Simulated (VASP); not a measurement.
# Se in VASP: notebook, part 2 of 2

VASP 6.6.1.

## 3. Single point, PBEsol (strained)

INCAR

```
PREC = Accurate
ENCUT = 520
EDIFF = 1E-7
ISMEAR = 0
SIGMA = 0.1
LREAL = False
LASPH = True
NELM = 60
ALGO = Normal
ISIF = 2
LWAVE = False
LCHARG = True
GGA = PS
LELF = True
LVHAR = True
NBANDS = 9
```

KPOINTS

```
regular mesh
0
Gamma
  18 18 18
```

POSCAR

```
Se
1.0
   -1.7494757965      1.7494757965      1.7494757965
    1.7494757965     -1.7494757965      1.7494757965
    1.7494757965      1.7494757965     -1.7494757965
Se
1
Direct
    0.0000000000      0.0000000000      0.0000000000
```

Potentials or basis: VASP PAW PBE potentials, release 64 (Se).

On the command line:

```
cat potpaw_PBE.64/Se/POTCAR > POTCAR
mpirun -np 1 vasp_std > vasp.out
```

OUTCAR:

```text
PREC = Accurate
   ENCUT = 520
   EDIFF = 1E-7
   ISMEAR = 0
   LREAL = False
   LASPH = True
   NELM = 60
   ISIF = 2
   GGA = PS

 ion  position               nearest neighbor table
   1  0.000  0.000  0.000-

  LATTYP: Found a body centered cubic cell.
 ALAT       =     3.4989515930

  Lattice vectors:

 A1 = (  -1.7494757965,   1.7494757965,   1.7494757965)
 A2 = (   1.7494757965,  -1.7494757965,   1.7494757965)
 A3 = (   1.7494757965,   1.7494757965,  -1.7494757965)

Analysis of symmetry for initial positions (statically):
=====================================================================
 Subroutine PRICEL returns:
 Original cell was already a primitive cell.

 Routine SETGRP: Setting up the symmetry group for a
 body centered cubic supercell.

 Subroutine GETGRP returns: Found 48 space group operations
 (whereof 48 operations were pure point group operations)
 out of a pool of 48 trial point group operations.

The static configuration has the point symmetry O_h .

Analysis of symmetry for dynamics (positions and initial velocities):
=====================================================================
 Subroutine PRICEL returns:
 Original cell was already a primitive cell.

 Routine SETGRP: Setting up the symmetry group for a
 body centered cubic supercell.

 Subroutine GETGRP returns: Found 48 space group operations
 (whereof 48 operations were pure point group operations)
 out of a pool of 48 trial point group operations.

The dynamic configuration has the point symmetry O_h .

 Subroutine INISYM returns: Found 48 space group operations
 (whereof 48 operations are pure point group operations),
 and found     1 'primitive' translations

----------------------------------------------------------------------------------------

                                     Primitive cell

  volume of cell :      21.4182

  direct lattice vectors                    reciprocal lattice vectors
    -1.749475797  1.749475797  1.749475797     0.000000000  0.285799896  0.285799896
     1.749475797 -1.749475797  1.749475797     0.285799896  0.000000000  0.285799896
     1.749475797  1.749475797 -1.749475797     0.285799896  0.285799896  0.000000000

  length of vectors
     3.030180966  3.030180966  3.030180966     0.404182088  0.404182088  0.404182088

  position of ions in fractional coordinates (direct lattice)
     0.000000000  0.000000000  0.000000000

  ion indices of the primitive-cell ions
   primitive index   ion index
                 1           1

----------------------------------------------------------------------------------------

 KPOINTS: regular mesh

Automatic generation of k-mesh.
 Grid dimensions read from file:
 generate k-points for:   18   18   18

 Generating k-lattice:

  Cartesian coordinates                     Fractional coordinates (reciprocal lattice)
     0.000000000  0.015877772  0.015877772     0.055555556  0.000000000  0.000000000
     0.015877772  0.000000000  0.015877772     0.000000000  0.055555556  0.000000000
     0.015877772  0.015877772  0.000000000     0.000000000  0.000000000  0.055555556

  Length of vectors
     0.022454560  0.022454560  0.022454560

  Shift w.r.t. Gamma in fractional coordinates (k-lattice)
     0.000000000  0.000000000  0.000000000

 Subroutine IBZKPT returns following result:
 ===========================================

 Found    195 irreducible k-points:

 Following reciprocal coordinates:
            Coordinates               Weight
  0.000000  0.000000  0.000000      1.000000
  0.055556  0.000000  0.000000     12.000000
  0.111111  0.000000  0.000000     12.000000
  0.166667  0.000000  0.000000     12.000000
  0.222222  0.000000  0.000000     12.000000
  0.277778  0.000000  0.000000     12.000000
[... 16 lines left out ...]
  0.333333  0.111111  0.000000     48.000000
  0.388889  0.111111 -0.000000     48.000000
 [... further k-points ...]
   k-points           NKPTS =    195   k-points in BZ     NKDIM =    195   number of bands    NBANDS=      9
   number of dos      NEDOS =    301   number of ions     NIONS =      1
   total plane-waves  NPLWV =  13824
   dimension x,y,z NGX =    24 NGY =   24 NGZ =   24
   dimension x,y,z NGXF=    48 NGYF=   48 NGZF=   48
   ions per type =               1
   NGX,Y,Z   is equivalent  to a cutoff of  13.17, 13.17, 13.17 a.u.
   NGXF,Y,Z  is equivalent  to a cutoff of  26.33, 26.33, 26.33 a.u.
 SYSTEM =  unknown system
   PREC   = accura    normal or accurate (medium, high low for compatibility)
   ISTART =      0    job   : 0-new  1-cont  2-samecut
   ICHARG =      2    charge: 1-file 2-atom 10-const
   ISPIN  =      1    spin polarized calculation?
   LNONCOLLINEAR =      F non collinear calculations
   LSORBIT =      F    spin-orbit coupling
   LASPH  =      T    aspherical Exc in radial PAW
   ENCUT  =  520.0 eV  38.22 Ry    6.18 a.u.   5.63  5.63  5.63*2*pi/ulx,y,z
   NELM   =     60;   NELMIN=  2; NELMDL= -5     # of ELM steps
   EDIFF  = 0.1E-06   stopping-criterion for ELM
   LREAL  =      F    real-space projection
   EDIFFG = 0.1E-05   stopping-criterion for IOM
   NSW    =      0    number of steps for IOM
   IBRION =     -1    ionic relax: 0-MD 1-quasi-New 2-CG
   NFREE  =      0    steps in history (QN), initial steepest desc. (CG)
   ISIF   =      2    stress and relaxation
   ISYM   =      2    0-nonsym 1-usesym 2-fastsym
   POTIM  = 0.5000    time-step for ionic-motion
   TEBEG  =    0.0;   TEEND  =   0.0 temperature during run
   PSTRESS=    0.0 pullay stress
   NELECT =       6.0000    total number of electrons
   NUPDOWN=      -1.0000    fix difference up-down
   EMIN   =  10.00;   EMAX   =-10.00  energy-range for DOS
   EFERMI =   0.00;   METHOD = LEGACY
   ISMEAR =     0;   SIGMA  =   0.10  broadening in eV -4-tet -1-fermi 0-gaus
   EFERMI_NEDOS =   21; number of points for ismear=-14 and -15
   IALGO  =     38    algorithm
   IMIX   =      4    mixing-type and parameters
     AMIX     =   0.40;   BMIX     =  1.00
     AMIX_MAG =   1.60;   BMIX_MAG =  1.00
  volume/ion in A,a.u.               =      21.42       144.54
  Fermi-wavevector in a.u.,A,eV,Ry     =   1.071184  2.024244 15.611796  1.147435
  Thomas-Fermi vector in A             =   2.206916
   LORBIT       =      0    0 simple, 1 ext, 2 COOP (PROOUT), +10 PAW based schemes
   GGA     = PS    functional components
   LHFCALC =     F    Hartree Fock is set to
   AEXX    =    0.0000 exact exchange contribution
   IVDW    =     0    specifies the selected vdW correction
   LEPSILON=     F    determine dielectric tensor
   LRPA    =     F    only Hartree local field effects (RPA)
 non-spin polarized calculation
 Gauss-broadening in eV      SIGMA  =   0.10
  energy-cutoff  :      520.00
  volume of cell :       21.42
 maximum number of plane-waves:       603
   NGX = 11   NGY = 11   NGZ = 11

 number of electron       6.0000000 magnetization

 Free energy of the ion-electron system (eV)
  ---------------------------------------------------
  ext. energy  EPLUGINS =         0.00000000
  ---------------------------------------------------
  free energy    TOTEN  =        -3.34706769 eV

  energy without entropy =       -3.34392034  energy(sigma->0) =       -3.34549401

 E-fermi :   4.8112     XC(G=0): -10.4884

 val. band max:        4.7717821310   @ k =   0.5000   0.0000   0.0000
 cond. band min:       4.8116457454   @ k =   0.3333   0.1111   0.1111
 fundamental gap:      0.0398636144
 Fermi energy:         4.8111730453

 k-point     1 :       0.0000    0.0000    0.0000
  band No.  band energies     occupation
      1     -10.9163      2.00000
      2       7.4876      0.00000
      3       7.4876      0.00000
      4       7.4876      0.00000
      5      15.0994      0.00000
      6      17.0366      0.00000
      7      17.0366      0.00000
      8      17.0366      0.00000
      9      19.9098      0.00000

 k-point     2 :       0.0556    0.0000    0.0000
  band No.  band energies     occupation
      1     -10.8555      2.00000
      2       7.0884      0.00000
      3       7.3637      0.00000
      4       7.4661      0.00000
      5      15.3794      0.00000
      6      16.7605      0.00000
      7      16.9332      0.00000
      8      17.2975      0.00000
      9      19.2278      0.00000
[... 253 lines left out ...]
 k-point    24 :       0.3889    0.1111   -0.0000
  band No.  band energies     occupation
      1      -7.8536      2.00000
      2      -1.0121      2.00000
      3       3.9765      2.00000
      4       6.2117      0.00000
      5      12.4519      0.00000
      6      14.2215      0.00000
      7      19.6456      0.00000
      8      21.6253      0.00000
      9      23.9154      0.00000

 [... further k-points ...]
[... 5 lines left out ...]
  --------------------------------------------------------------------------------------
  -------------------------------------------------------------------------------------
  Total       -0.9543614     -0.9543614     -0.9543614      0.0000000     -0.0000000      0.0000000
  in kB      -71.3903739    -71.3903739    -71.3903739      0.0000000     -0.0000000      0.0000000
  external PRESSURE =     -71.3903739 kB  Pullay stress =       0.0000000 kB

 VOLUME and BASIS-vectors are now :
 -----------------------------------------------------------------------------
  energy-cutoff  :      520.00
  volume of cell :       21.42
      direct lattice vectors                 reciprocal lattice vectors
    -1.749475797  1.749475797  1.749475797     0.000000000  0.285799896  0.285799896
     1.749475797 -1.749475797  1.749475797     0.285799896  0.000000000  0.285799896
     1.749475797  1.749475797 -1.749475797     0.285799896  0.285799896  0.000000000

 POSITION                                       TOTAL-FORCE (eV/Angst)
 -----------------------------------------------------------------------------------
      0.00000      0.00000      0.00000         0.000000     -0.000000      0.000000
 -----------------------------------------------------------------------------------
    total drift:                                0.000000     -0.000000      0.000000

  FREE ENERGIE OF THE ION-ELECTRON SYSTEM (eV)
  ---------------------------------------------------
  free  energy   TOTEN  =        -3.3470676891 eV

  energy  without entropy=       -3.3439203368  energy(sigma->0) =       -3.34549401
```

OSZICAR:

```text
N       E                     dE             d eps       ncg     rms          rms(c)
DAV:   1     0.917069430279E+01    0.91707E+01   -0.29511E+03  3526   0.576E+02
DAV:   2    -0.304968860661E+01   -0.12220E+02   -0.11795E+02  4852   0.754E+01
DAV:   3    -0.335126549727E+01   -0.30158E+00   -0.29347E+00  4112   0.106E+01
DAV:   4    -0.335199799823E+01   -0.73250E-03   -0.73239E-03  4775   0.545E-01
DAV:   5    -0.335199856025E+01   -0.56202E-06   -0.56197E-06  4154   0.133E-02    0.277E+00
DAV:   6    -0.334797866224E+01    0.40199E-02   -0.53338E-03  4018   0.358E-01    0.162E+00
DAV:   7    -0.334707071765E+01    0.90794E-03   -0.78915E-03  3894   0.443E-01    0.103E-01
DAV:   8    -0.334706781091E+01    0.29067E-05   -0.20160E-04  3832   0.816E-02    0.982E-03
DAV:   9    -0.334706776161E+01    0.49304E-07   -0.17672E-06  4622   0.108E-02    0.520E-03
DAV:  10    -0.334706768914E+01    0.72475E-07   -0.36691E-07  4080   0.364E-03
   1 F= -.33470677E+01 E0= -.33454940E+01  d E =-.314735E-02
```

It took 8.9 s on 1 thread of Intel Xeon 6975P-C (Granite Rapids), shared host; peak memory 0.16 GiB.

What came out:

| Property | Result |
| --- | --- |
| Free energy | -3.3471 eV |
| Pressure | -7.1 GPa |
| Band gap on the k mesh | zero (bands 3 and 4 overlap by 5.75 eV) |

Caveat: the cell differs from its parent crystal (strained); the cell stands under tension; the PAW data sets were made with another functional, which shifts forces and pressure a little.

## 4. Single point, PBEsol (strained)

INCAR

```
SYSTEM = Se
PREC = Accurate
ENCUT = 520
EDIFF = 1E-6
ISMEAR = 0
SIGMA = 0.1
LREAL = .FALSE.
LASPH = .TRUE.
NELM = 80
ALGO = Normal
ISIF = 2
LWAVE = .FALSE.
LCHARG = .FALSE.
GGA = PS
NBANDS = 9
```

KPOINTS

```
Automatic mesh
0
G
  16 16 16
  0 0 0
```

POSCAR

```
Se
1.0
   -1.6209335640      1.6464852932      1.6464852932
    1.6209335640     -1.6464852932      1.6464852932
    1.6209335640      1.6464852932     -1.6464852932
Se
1
Direct
    0.0000000000      0.0000000000      0.0000000000
```

On the command line:

```
cat potpaw_PBE.64/Se/POTCAR > POTCAR
mpirun -np 1 vasp_std > vasp.out
```

Run time: 12 s. Hardware: 1 thread of Intel Xeon 6975P-C (Granite Rapids), shared host; peak memory 0.18 GiB.

Results (log left out):

* Free energy: -3.3405 eV
* Pressure: 9.6 GPa
* Band gap on the k mesh: zero (bands 3 and 4 overlap by 8.35 eV)

Stress tensor (GPa, compression positive):
```
9.43 0.00 0.00
0.00 9.68 0.00
0.00 0.00 9.68
```

Levels at points of the mesh, in eV from the Fermi level:
| k point | band 1 | band 2 | band 3 | band 4 | band 5 | band 6 | band 7 |
| --- | --- | --- | --- | --- | --- | --- | --- |
| (0.00, 0.00, 0.00) | -17.60 | 3.73 | 3.73 | 3.79 | 12.48 | 12.82 | 12.82 |
| (0.50, 0.00, 0.00) | -13.26 | -8.01 | 0.20 | 2.69 | 7.11 | 8.29 | 17.88 |
| (0.00, 0.50, 0.00) | -13.17 | -7.96 | 0.03 | 2.45 | 6.87 | 7.98 | 18.23 |
| (0.50, 0.50, 0.50) | -10.00 | -3.97 | -3.97 | -3.66 | 3.17 | 3.33 | 24.15 |

Caveat: the cell differs from its parent crystal (strained); the cell stands under pressure; the PAW data sets were made with another functional, which shifts forces and pressure a little.

## 5. Single point, PBEsol (strained)

INCAR

```
PREC = Accurate ; ENCUT = 520
EDIFF = 1E-6 ; ISMEAR = 0
SIGMA = 0.1 ; LREAL = F
LASPH = T ; NELM = 80
ALGO = Normal ; ISIF = 2
LWAVE = F ; LCHARG = F
GGA = PS ; NBANDS = 9
```

KPOINTS

```
regular mesh
0
Gamma
  18 18 18
```

POSCAR

```
Se
1.0
   -1.6439301203      1.6439301203      1.7120680649
    1.5757921757     -1.5757921757      1.5757921757
    1.7120680649      1.6439301203     -1.6439301203
Se
1
Direct
    0.0000000000      0.0000000000      0.0000000000
```

On the command line:

```
cat potpaw_PBE.64/Se/POTCAR > POTCAR
mpirun -np 1 vasp_std > vasp.out
```

It took 16 s on 1 thread of Intel Xeon 6975P-C (Granite Rapids), shared host; peak memory 0.2 GiB.

The run converged. Its results:

- Free energy: -3.3616 eV
- Pressure: 9.1 GPa
- Band gap on the k mesh: zero (bands 3 and 4 overlap by 7.19 eV)

Stress tensor (GPa, compression positive):
```
 9.09 -0.45  0.45
-0.45  9.09 -0.45
 0.45 -0.45  9.09
```

Levels at points of the mesh, in eV from the Fermi level:
```
           k point  band 1  band 2  band 3  band 4  band 5  band 6  band 7  band 8
(0.00, 0.00, 0.00)  -17.45    3.34    3.34    4.52   11.53   12.76   12.76   13.70
(0.50, 0.00, 0.00)  -13.47   -7.87    0.24    3.04    6.85    8.83   18.80   19.72
(0.00, 0.50, 0.00)  -12.74   -7.80   -0.17    2.43    6.66    8.10   17.61   18.64
(0.50, 0.50, 0.50)   -9.92   -4.36   -3.45   -3.45    3.38    3.38   23.24   23.24
```

Caveat: the cell differs from its parent crystal (strained); the cell stands under pressure; the PAW data sets were made with another functional, which shifts forces and pressure a little.

## 6. Summary

| cell | k mesh | gap on the mesh (eV) | pressure (GPa) |
| --- | --- | --- | --- |
| a = 2.997 Å, angles 109.5°, 1 atom | 18 × 18 × 18 | none | -5.3 |
| a = 3.030 Å, angles 109.5°, 1 atom | 18 × 18 × 18 | none | -7.1 |
| a = 2.837 Å, angles 110.3, 109.1, 109.1°, 1 atom | 16 × 16 × 16 | none | 9.6 |
| a = 2.887, b = 2.729 Å, angles 108.4, 110.6, 108.4°, 1 atom | 18 × 18 × 18 | none | 9.1 |

Alike in all rows: task single point; level PBEsol; potentials or basis VASP PAW PBE potentials, release 64 (Se); no spin polarisation; cutoff (eV) 520; smearing gaussian 0.1 eV.

Caveats: the PAW data sets were made with another functional, which shifts forces and pressure a little; the cell stands under tension (at least some runs); the cell stands under pressure (at least some runs).

Absolute energies hang on the potentials; compare differences alone.
